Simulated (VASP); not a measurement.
## H12CO5: single point with PBE

H12CO5:

```
O H C
1.0
     6.24111    0.00000    0.00000
     0.00000    6.24111    0.00000
     0.00000    0.00000    6.24111
O H C
5 12 1
Direct
  0.97149 0.12025 0.28460
  0.35408 0.16941 0.08642
  0.44745 0.79556 0.88244
  0.84587 0.33046 0.65289
  0.12755 0.64749 0.62683
  0.85091 0.13713 0.18831
  0.92451 0.19466 0.41745
  0.21361 0.16003 0.16229
  0.34902 0.30469 0.01004
  0.41211 0.93673 0.94856
  0.59088 0.81486 0.82594
  0.95025 0.45293 0.65522
  0.70588 0.39474 0.63294
  0.07187 0.67144 0.30323
  0.24159 0.69897 0.72553
  0.29490 0.81961 0.39380
  0.31444 0.53279 0.37090
  0.20913 0.66799 0.41275
```

```json
{
 "Program": "VASP 6.6.1",
 "Task": "single point",
 "Functional": "PBE",
 "Potentials or basis": "VASP PAW PBE potentials, release 64 (O_h, H_h, C_h)",
 "Cutoff": "910 eV",
 "k mesh": "1 × 1 × 1",
 "Occupations": "fermi-dirac, width 0.05 eV",
 "Spin": "no spin polarisation",
 "Dipole correction": "no",
 "Second run": "hard_potentials",
 "Further INCAR settings": "LREAL = Auto; ALGO = Normal; EDIFF = 1e-06; NBANDS = 38"
}
```

* Pressure: -0.2 GPa
* Largest force: 0.153 eV/Å
* Band gap on the k mesh: 4.23 eV

Forces on the atoms (eV/Å):
```
O   -0.067  0.019  0.048
O    0.027  0.038 -0.017
O    0.059  0.013 -0.028
O    0.009 -0.016 -0.050
O    0.038  0.009  0.022
H   -0.032 -0.021 -0.125
H    0.044 -0.013  0.120
H   -0.042 -0.008 -0.022
H   -0.003 -0.040  0.001
H   -0.073  0.044  0.059
H    0.025 -0.030 -0.036
H   -0.053 -0.014  0.037
H    0.035  0.022  0.003
H   -0.011 -0.054 -0.030
H   -0.041 -0.005  0.009
H    0.123  0.091  0.000
H    0.030  0.014 -0.013
C   -0.067 -0.049  0.022
```

Stress tensor (GPa, compression positive):
```
-0.44 -0.02  0.09
-0.02 -0.18 -0.01
 0.09 -0.01 -0.11
```

Levels at points of the mesh, in eV from the valence-band top:
| k point | band 21 | band 22 | band 23 | band 24 | band 25 | band 26 |
| --- | --- | --- | --- | --- | --- | --- |
| (0.00, 0.00, 0.00) | -0.91 | -0.80 | 0.00 | 4.23 | 7.14 | 7.34 |

Run time: 55 s on 1 thread of Intel(R) Xeon(R) Platinum 8488C (Sapphire Rapids) (shared host), peak memory 0.5 GiB.

Caveat: the k points lie up to 1.01 Å⁻¹ apart; the cutoff is under 1.25 times the usual one of these potentials, so pressure, stress and relaxed cells hold a basis-set (Pulay) error.
